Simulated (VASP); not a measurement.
# KF (Pm-3m) in VASP: G0W0 quasiparticle levels with PBE

Aim: the G0W0 quasiparticle levels of KF with PBE.

Program: VASP 6.6.1. These are calculated values, not measurements. Logs are shortened: lines on timing, memory, paths and dates and some standing lists are left out, and cuts for length are marked.

### Step 1. The cell of the first run

The structure is cubic, space group Pm-3m (No. 221). Conventional cell: a = 3.179 Å, b = 3.179 Å, c = 3.179 Å, α = 90.00°, β = 90.00°, γ = 90.00°. K (site symmetry m-3m) has 8 F at 2.75 Å and 6 K at 3.18 Å within 3.6 Å. Within 3.6 Å of F (site symmetry m-3m) lie 8 K at 2.75 Å and 6 F at 3.18 Å.

### Step 2. G0W0 quasiparticle levels, PBE

File POSCAR:

```
KF
1.0
    3.1788706666      0.0000000000      0.0000000000
    0.0000000000      3.1788706666      0.0000000000
    0.0000000000      0.0000000000      3.1788706666
K F
1 1
Direct
    0.0000000000      0.0000000000      0.0000000000
    0.5000000000      0.5000000000      0.5000000000
```

File INCAR.step1:

```
PREC = Accurate
ENCUT = 500
EDIFF = 1E-8
ISMEAR = 0
SIGMA = 0.01
LREAL = False
LASPH = True
NELM = 80
ALGO = Normal
LWAVE = True
LCHARG = False
GGA = PE
```

File INCAR.step2:

```
PREC = Accurate
ENCUT = 500
EDIFF = 1E-8
ISMEAR = 0
SIGMA = 0.01
LREAL = False
LASPH = True
NELM = 1
ALGO = Exact
LWAVE = True
LCHARG = False
GGA = PE
NBANDS = 103
LOPTICS = True
ISTART = 1
```

File INCAR.step3:

```
PREC = Accurate
ENCUT = 500
EDIFF = 1E-8
ISMEAR = 0
SIGMA = 0.01
LREAL = False
LASPH = True
ALGO = EVGW0
LWAVE = False
LCHARG = False
GGA = PE
NELMGW = 1
NBANDS = 103
ENCUTGW = 120.0
NOMEGA = 96
PRECFOCK = Fast
ISTART = 1
NBANDSGW = 16
OMEGAMAX = 20
```

File KPOINTS:

```
regular mesh
0
Gamma
  4 4 4
```

Potentials or basis: VASP PAW PBE potentials, release 64 (K_sv_GW, F_GW).

Run with:

```console
cat potpaw_PBE.64/K_sv_GW/POTCAR potpaw_PBE.64/F_GW/POTCAR > POTCAR
cp INCAR.step1 INCAR
mpirun -np 1 vasp_std > vasp.out
cp INCAR.step2 INCAR
mpirun -np 1 vasp_std > vasp.out
cp INCAR.step3 INCAR
mpirun -np 1 vasp_std > vasp.out
```

OUTCAR:

```text
PREC = Accurate
   ENCUT = 500
   EDIFF = 1E-8
   ISMEAR = 0
   LREAL = False
   LASPH = True
   GGA = PE
   NELMGW = 1
   ENCUTGW = 120.0
   PRECFOCK = Fast
   ISTART = 1

 ion  position               nearest neighbor table
   1  0.000  0.000  0.000-
   2  0.500  0.500  0.500-

  LATTYP: Found a simple cubic cell.
 ALAT       =     3.1788706666

  Lattice vectors:

 A1 = (   3.1788706666,   0.0000000000,   0.0000000000)
 A2 = (   0.0000000000,   3.1788706666,   0.0000000000)
 A3 = (   0.0000000000,   0.0000000000,   3.1788706666)

Analysis of symmetry for initial positions (statically):
=====================================================================
 Subroutine PRICEL returns:
 Original cell was already a primitive cell.

 Routine SETGRP: Setting up the symmetry group for a
 simple cubic supercell.

 Subroutine GETGRP returns: Found 48 space group operations
 (whereof 48 operations were pure point group operations)
 out of a pool of 48 trial point group operations.

The static configuration has the point symmetry O_h .

Analysis of symmetry for dynamics (positions and initial velocities):
=====================================================================
 Subroutine PRICEL returns:
 Original cell was already a primitive cell.

 Routine SETGRP: Setting up the symmetry group for a
 simple cubic supercell.

 Subroutine GETGRP returns: Found 48 space group operations
 (whereof 48 operations were pure point group operations)
 out of a pool of 48 trial point group operations.

The dynamic configuration has the point symmetry O_h .

 Subroutine INISYM returns: Found 48 space group operations
 (whereof 48 operations are pure point group operations),
 and found     1 'primitive' translations

----------------------------------------------------------------------------------------

                                     Primitive cell

  volume of cell :      32.1232

  direct lattice vectors                    reciprocal lattice vectors
     3.178870667  0.000000000  0.000000000     0.314577127  0.000000000  0.000000000
     0.000000000  3.178870667  0.000000000     0.000000000  0.314577127  0.000000000
     0.000000000  0.000000000  3.178870667     0.000000000  0.000000000  0.314577127

  length of vectors
     3.178870667  3.178870667  3.178870667     0.314577127  0.314577127  0.314577127

  position of ions in fractional coordinates (direct lattice)
     0.000000000  0.000000000  0.000000000
     0.500000000  0.500000000  0.500000000

  ion indices of the primitive-cell ions
   primitive index   ion index
                 1           1
                 2           2

----------------------------------------------------------------------------------------

 KPOINTS: regular mesh

Automatic generation of k-mesh.
 Grid dimensions read from file:
 generate k-points for:    4    4    4

 Generating k-lattice:

  Cartesian coordinates                     Fractional coordinates (reciprocal lattice)
     0.078644282  0.000000000  0.000000000     0.250000000  0.000000000  0.000000000
     0.000000000  0.078644282  0.000000000     0.000000000  0.250000000  0.000000000
     0.000000000  0.000000000  0.078644282     0.000000000  0.000000000  0.250000000

  Length of vectors
     0.078644282  0.078644282  0.078644282

  Shift w.r.t. Gamma in fractional coordinates (k-lattice)
     0.000000000  0.000000000  0.000000000

 Subroutine IBZKPT returns following result:
 ===========================================

 Found     10 irreducible k-points:

 Following reciprocal coordinates:
            Coordinates               Weight
  0.000000  0.000000  0.000000      1.000000
  0.250000  0.000000  0.000000      6.000000
  0.500000  0.000000  0.000000      3.000000
  0.250000  0.250000  0.000000     12.000000
  0.500000  0.250000  0.000000     12.000000
  0.500000  0.500000  0.000000      3.000000
  0.250000  0.250000  0.250000      8.000000
  0.500000  0.250000  0.250000     12.000000
  0.500000  0.500000  0.250000      6.000000
  0.500000  0.500000  0.500000      1.000000
   k-points           NKPTS =     10   k-points in BZ     NKDIM =     64   number of bands    NBANDS=    103
   number of dos      NEDOS =    301   number of ions     NIONS =      2
   total plane-waves  NPLWV =  13824
   dimension x,y,z NGX =    24 NGY =   24 NGZ =   24
   dimension x,y,z NGXF=    48 NGYF=   48 NGZF=   48
   ions per type =               1   1
   NGX,Y,Z   is equivalent  to a cutoff of  12.55, 12.55, 12.55 a.u.
   NGXF,Y,Z  is equivalent  to a cutoff of  25.10, 25.10, 25.10 a.u.
 SYSTEM =  unknown system
   PREC   = accura    normal or accurate (medium, high low for compatibility)
   ISTART =      1    job   : 0-new  1-cont  2-samecut
   ICHARG =      0    charge: 1-file 2-atom 10-const
   ISPIN  =      1    spin polarized calculation?
   LNONCOLLINEAR =      F non collinear calculations
   LSORBIT =      F    spin-orbit coupling
   LASPH  =      T    aspherical Exc in radial PAW
   ENCUT  =  500.0 eV  36.75 Ry    6.06 a.u.   5.80  5.80  5.80*2*pi/ulx,y,z
   NELM   =     60;   NELMIN=  2; NELMDL=  0     # of ELM steps
   EDIFF  = 0.1E-07   stopping-criterion for ELM
   LREAL  =      F    real-space projection
   EDIFFG = 0.1E-06   stopping-criterion for IOM
   NSW    =      0    number of steps for IOM
   IBRION =     -1    ionic relax: 0-MD 1-quasi-New 2-CG
   NFREE  =      0    steps in history (QN), initial steepest desc. (CG)
   ISIF   =      0    stress and relaxation
   ISYM   =      3    0-nonsym 1-usesym 2-fastsym
   POTIM  = 0.5000    time-step for ionic-motion
   TEBEG  =    0.0;   TEEND  =   0.0 temperature during run
   PSTRESS=    0.0 pullay stress
   NELECT =      16.0000    total number of electrons
   NUPDOWN=      -1.0000    fix difference up-down
   EMIN   =  10.00;   EMAX   =-10.00  energy-range for DOS
   EFERMI =   0.00;   METHOD = LEGACY
   ISMEAR =     0;   SIGMA  =   0.01  broadening in eV -4-tet -1-fermi 0-gaus
   EFERMI_NEDOS =   21; number of points for ismear=-14 and -15
   IALGO  =     38    algorithm
   IMIX   =      4    mixing-type and parameters
     AMIX     =   0.40;   BMIX     =  1.00
     AMIX_MAG =   1.60;   BMIX_MAG =  1.00
  volume/ion in A,a.u.               =      16.06       108.39
  Fermi-wavevector in a.u.,A,eV,Ry     =   1.297703  2.452303 22.912660  1.684033
  Thomas-Fermi vector in A             =   2.429078
   LORBIT       =      0    0 simple, 1 ext, 2 COOP (PROOUT), +10 PAW based schemes
   GGA     = PE    functional components
   LHFCALC =     T    Hartree Fock is set to
   PRECFOCK=fast      Normal, Fast or Accurate (Low or Medium for compatibility)
   ENCUT4O =  -1.0   cutoff for four orbital integrals eV
   NKREDX  =     1    reduce k-point grid by
   NKREDY  =     1    reduce k-point grid by
   NKREDZ  =     1    reduce k-point grid by
   AEXX    =    1.0000 exact exchange contribution
   HFSCREEN=    0.0000 screening length (either q_TF or 0.3 A-1)
   HFSCREENC=   0.0000 screening length for correlation (either q_TF or 0.3 A-1)
   ENCUTFOCK=  -1.0 apply spherical cutoff to Coloumb kernel
   IVDW    =     0    specifies the selected vdW correction
   LEPSILON=     F    determine dielectric tensor
   LRPA    =     F    only Hartree local field effects (RPA)
   LRPAFORCE           =     F    calculate RPA forces
   ENCUTGW             = 120.0    cutoff for response function in eV
   ENCUTGWSOFT         =  96.0    soft cutoff for Coulomb kernel in GW response function in eV
   ENCUTLF             =  -1.0    cutoff for local field effects
   NELMGW              =     1    number of iterations in solving QP/BSE equation
   NELMHF              =     1    number of iterations in the inner HF iteration
   NKREDLFX            =     1    NKREDLFY  =   1   NKREDLFZ  =   1
 non-spin polarized calculation
 Gauss-broadening in eV      SIGMA  =   0.01
  energy-cutoff  :      500.00
  volume of cell :       32.12
 maximum number of plane-waves:       840
 NGX is ok and might be reduce to    24
  NGX = 14; NGY = 14; NGZ = 14
   NGX = 11   NGY = 11   NGZ = 11
 maximum number of plane-waves:       100
 NGX is ok and might be reduce to    14

 QP shifts <psi_nk| G(iteration)W_0 |psi_nk>: iteration 1
 for sc-GW calculations column KS-energies equals QP-energies in previous step
 and V_xc(KS)=  KS-energies - (<T + V_ion + V_H > + <T+V_H+V_ion>^1  + <V_x>^1)

 k-point   1 :       0.0000    0.0000    0.0000
  band No.  KS-energies  QP-energies   sigma(KS)   V_xc(KS)     V^pw_x(r,r')   Z            occupation Imag(sigma)

      1     -25.8233     -27.7589     -21.4082     -18.3203     -30.6340       0.6268       2.0000       0.4053
      2     -17.9375     -21.1941     -27.9219     -22.8818     -36.9091       0.6461       2.0000       0.4117
      3      -8.7547     -11.9674     -21.9989     -18.1676     -24.9944       0.8385       2.0000       0.0517
      4      -8.7547     -11.9674     -21.9989     -18.1676     -24.9944       0.8385       2.0000       0.0517
      5      -8.7547     -11.9674     -21.9989     -18.1676     -24.9944       0.8385       2.0000       0.0517
      6       0.9812      -1.2820     -24.8936     -22.0329     -29.8083       0.7912       2.0000       0.0510
[... 8 lines left out ...]
     15      22.9279      24.7334      -9.0323     -11.1378      -4.5795       0.8575       0.0000      -0.3722
     16      22.9279      24.7334      -9.0323     -11.1378      -4.5795       0.8575       0.0000      -0.3722

 k-point   2 :       0.2500    0.0000    0.0000
  band No.  KS-energies  QP-energies   sigma(KS)   V_xc(KS)     V^pw_x(r,r')   Z            occupation Imag(sigma)

      1     -25.7408     -27.7091     -21.4935     -18.3942     -30.6781       0.6351       2.0000       0.4024
      2     -17.9663     -21.1707     -27.8434     -22.8105     -36.8360       0.6367       2.0000       0.4114
      3      -9.1661     -12.4551     -21.7275     -17.8226     -24.7466       0.8423       2.0000       0.0576
      4      -8.6857     -11.8926     -22.0642     -18.2445     -25.0369       0.8396       2.0000       0.0473
      5      -8.6857     -11.8926     -22.0642     -18.2445     -25.0369       0.8396       2.0000       0.0473
      6       0.2765      -2.0975     -23.3583     -20.3379     -28.0459       0.7860       2.0000       0.0520
[... 8 lines left out ...]
     15      19.9334      22.4176      -9.8172     -12.8108      -5.5723       0.8299       0.0000      -0.1750
     16      20.1689      21.6088      -6.4890      -8.1661      -2.5560       0.8586       0.0000      -0.1447

 k-point   3 :       0.5000    0.0000    0.0000
  band No.  KS-energies  QP-energies   sigma(KS)   V_xc(KS)     V^pw_x(r,r')   Z            occupation Imag(sigma)

      1     -25.6557     -27.6457     -21.5811     -18.4729     -30.7255       0.6403       2.0000       0.3982
      2     -18.0003     -21.1730     -27.7456     -22.7194     -36.7406       0.6312       2.0000       0.4099
      3      -9.5370     -12.8893     -21.5529     -17.5767     -24.6068       0.8431       2.0000       0.0646
      4      -8.6149     -11.8232     -22.1325     -18.3254     -25.0817       0.8427       2.0000       0.0434
      5      -8.6149     -11.8232     -22.1325     -18.3254     -25.0817       0.8427       2.0000       0.0434
      6      -0.3077      -2.7892     -22.4048     -19.2451     -27.0111       0.7853       2.0000       0.0575
[... 8 lines left out ...]
     15      18.1296      21.7647     -10.9054     -15.1945      -6.7546       0.8475       0.0000      -0.0843
     16      18.1576      19.1719      -5.7771      -6.9581      -2.0433       0.8588       0.0000      -0.0710

 k-point   4 :       0.2500    0.2500    0.0000
  band No.  KS-energies  QP-energies   sigma(KS)   V_xc(KS)     V^pw_x(r,r')   Z            occupation Imag(sigma)

      1     -25.6662     -27.6536     -21.5699     -18.4620     -30.7224       0.6395       2.0000       0.4021
      2     -17.9440     -21.1565     -27.8844     -22.8480     -36.8793       0.6379       2.0000       0.4064
      3      -9.2401     -12.5608     -21.5515     -17.6256     -24.5949       0.8458       2.0000       0.0627
      4      -9.1002     -12.3760     -21.7920     -17.8979     -24.7940       0.8413       2.0000       0.0541
      5      -8.6267     -11.8334     -22.1202     -18.3112     -25.0803       0.8419       2.0000       0.0449
      6       0.2714      -2.1073     -23.4643     -20.4316     -28.2006       0.7844       2.0000       0.0536
[... 8 lines left out ...]
     15      19.8951      22.4554      -9.8843     -12.9928      -5.6957       0.8236       0.0000      -0.1612
     16      20.7450      22.1658      -7.1152      -8.7657      -2.9843       0.8608       0.0000      -0.1859
[... 64 lines left out ...]
      1     -25.5256     -27.5471     -21.7148     -18.5910     -30.8119       0.6471       2.0000       0.4028
      2     -17.8627     -21.0758     -28.0478     -22.9957     -37.0367       0.6360       2.0000       0.3919
      3      -9.5848     -12.9390     -21.3585     -17.3651     -24.4214       0.8400       2.0000       0.0679
      4      -9.1327     -12.4112     -21.6403     -17.7348     -24.6707       0.8394       2.0000       0.0590
      5      -9.0410     -12.3165     -21.7673     -17.8756     -24.7351       0.8417       2.0000       0.0445
      6       0.1116      -2.2983     -23.3670     -20.2955     -28.0797       0.7846       2.0000       0.0545
[... 8 lines left out ...]
     15      17.9641      21.4760     -10.6944     -14.9457      -6.5896       0.8261       0.0000      -0.0689
     16      22.0065      24.5404      -8.9632     -11.9927      -4.6213       0.8364       0.0000      -0.1754

 k-point   9 :       0.5000    0.5000    0.2500
  band No.  KS-energies  QP-energies   sigma(KS)   V_xc(KS)     V^pw_x(r,r')   Z            occupation Imag(sigma)

      1     -25.4604     -27.4985     -21.7828     -18.6511     -30.8564       0.6508       2.0000       0.4034
      2     -17.8005     -21.0268     -28.1857     -23.1223     -37.1693       0.6372       2.0000       0.3833
      3      -9.5639     -12.9054     -21.3223     -17.3302     -24.3731       0.8370       2.0000       0.0649
      4      -9.5639     -12.9054     -21.3223     -17.3302     -24.3731       0.8370       2.0000       0.0649
      5      -8.9929     -12.2554     -21.8116     -17.9294     -24.7774       0.8404       2.0000       0.0433
      6       0.1225      -2.2811     -23.3693     -20.3042     -28.0951       0.7842       2.0000       0.0548
[... 8 lines left out ...]
     15      16.7193      18.4260      -8.7401     -10.7556      -4.8896       0.8468       0.0000      -0.0547
     16      19.5679      22.5819      -9.7190     -13.3795      -5.4723       0.8234       0.0000      -0.1134

 k-point  10 :       0.5000    0.5000    0.5000
  band No.  KS-energies  QP-energies   sigma(KS)   V_xc(KS)     V^pw_x(r,r')   Z            occupation Imag(sigma)

      1     -25.3979     -27.4699     -21.8493     -18.7074     -30.8985       0.6595       2.0000       0.4029
      2     -17.7532     -20.9714     -28.2749     -23.2051     -37.2479       0.6348       2.0000       0.3751
      3      -9.4344     -12.7717     -21.4686     -17.4984     -24.4627       0.8406       2.0000       0.0500
      4      -9.4344     -12.7717     -21.4686     -17.4984     -24.4627       0.8406       2.0000       0.0500
      5      -9.4344     -12.7717     -21.4686     -17.4984     -24.4627       0.8406       2.0000       0.0500
      6      -0.1540      -2.5923     -22.7627     -19.6462     -27.4516       0.7824       2.0000       0.0575
[... 8 lines left out ...]
     15      17.0115      18.4952      -7.7454      -9.4922      -3.8615       0.8493       0.0000      -0.0472
     16      17.0115      18.4952      -7.7454      -9.4922      -3.8615       0.8493       0.0000      -0.0472
```

It took 40 s on 1 thread of Intel Xeon 6975P-C (Granite Rapids), shared host; peak memory 0.29 GiB.

Results:

| Item | Value |
| --- | --- |
| Quasiparticle gap | 10.26 eV |
| Least direct quasiparticle gap | 10.30 eV |
| Band gap of the starting levels on the mesh | 6.81 eV |
| Least direct gap of the starting levels on the mesh | 6.85 eV |

Caveat: the k points lie up to 0.49 Å⁻¹ apart; bands, screening cutoff and mesh are small and nothing is extrapolated, so the quasiparticle values aren't converged; the structure was generated, so it needn't be the stable form of KF.
